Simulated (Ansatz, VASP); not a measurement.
## Ta: VASP beside Ansatz

File INCAR:

```
SYSTEM = Ta
PREC     = Accurate       ! precision mode
ENCUT    = 520            ! plane-wave cutoff, eV
EDIFF    = 1E-7           ! SCF threshold, eV
ISMEAR   = 1              ! smearing method
SIGMA    = 0.03           ! smearing width, eV
LREAL    = .FALSE.        ! projectors in reciprocal space
LASPH    = .TRUE.         ! aspherical terms in the spheres
NELM     = 100            ! most SCF steps
ALGO     = Normal         ! electronic algorithm
ISIF     = 2              ! what is computed and relaxed
LWAVE    = .FALSE.        ! write WAVECAR
LCHARG   = .FALSE.        ! write CHGCAR
NBANDS   = 12             ! bands
```

File KPOINTS:

```
regular mesh
0
G
  14 14 14
  0 0 0
```

POSCAR

```
Ta
1.0
   -1.6276710318      1.6276710318      1.6276710318
    1.6276710318     -1.6276710318      1.6276710318
    1.6276710318      1.6276710318     -1.6276710318
Ta
1
Direct
    0.0000000000      0.0000000000      0.0000000000
```

Input for Ansatz:

```yaml
crystal:
  lattice:
    - [-1.6276710318, 1.6276710318, 1.6276710318]
    - [1.6276710318, -1.6276710318, 1.6276710318]
    - [1.6276710318, 1.6276710318, -1.6276710318]
  atoms:
    - { symbol: Ta, position: [0.0, 0.0, 0.0] }
hamiltonian:
  xc: lda
  pseudopotentials:
    kind: paw
    azcp:
      Ta: "pseudopotentials/Ta.paw.azcp"
basis:
  ecutwfc: 420
  fft_grid_basis: typed
kpoints:
  mp_grid: { grid: [14, 14, 14], shift: [0, 0, 0] }
magnetization:
  spin_polarized: false
scf:
  occupations: { method: cold, width: 0.03 }
  lower_state_search: "off"
output:
  stress: true
```

Alike in both runs: task single point; functional LDA; k mesh 14 × 14 × 14; no spin polarisation.

|  | VASP | Ansatz |
| --- | --- | --- |
| version | VASP 6.6.1 | Ansatz 0.2.0 |
| potentials or method | VASP PAW LDA potentials, release 64 (Ta_pv), cutoff 520 eV | plane waves (420 eV) with PAW, scalar-relativistic |
| occupations | methfessel-paxton of order 1, width 0.03 eV | cold, width 0.03 eV |
| valence electrons in the cell | 11 | 13 |

Ansatz gave:

```
pressure (GPa) : -0.1
```

Question: What did VASP give for the same quantities?

Answer: Pressure (GPa): 0.8.

Ansatz warns that its potentials were made for another functional, while VASP's fit it. LDA's correlation is that of Perdew and Zunger in VASP and of Perdew and Wang (1992) in Ansatz. VASP's potentials hold 11 valence electrons a cell and Ansatz's 13, so a difference there can come from the potentials and not from the codes.

Neither program's run includes spin-orbit coupling.
